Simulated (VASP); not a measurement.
Runs of VASP 6.6.1 on Ti. The structure is that of space group P6_3/mmc (No. 194), or close to it. The cells are those of the table. 

```csv
task,level,cell,k mesh,cutoff (eV),gap on the mesh (eV),pressure (GPa)
single point,PBEsol,"a = 2.927, b = 2.927, c = 4.753 Å, angles 90.0, 90.0, 120.0°, 2 atoms",9 × 9 × 4,520,none,-6.1
single point,PBEsol,"a = 2.901, b = 2.901, c = 4.590 Å, angles 90.0, 90.0, 120.0°, 2 atoms",18 × 18 × 10,520,none,(a)
single point,r2SCAN,"a = 2.901, b = 2.901, c = 4.590 Å, angles 90.0, 90.0, 120.0°, 2 atoms",18 × 18 × 10,520,none,4.6
relaxation of cell and atoms,PBEsol,"relaxed from a = 2.927, b = 2.927, c = 4.753 Å, angles 90.0, 90.0, 120.0°, 2 atoms",18 × 18 × 10,600,none,0.0
```

Alike in all rows: potentials or basis VASP PAW PBE potentials, release 64 (Ti_sv); no spin polarisation; smearing gaussian 0.1 eV.

Task: Estimate the missing entries.

Result: (a) -0.3.

Caveats: the PAW data sets were made with another functional, which shifts forces and pressure a little; the cell stands under tension (at least some runs); the cell stands under pressure (at least some runs).

A gap of «none» marks levels without a gap at the run's occupations.
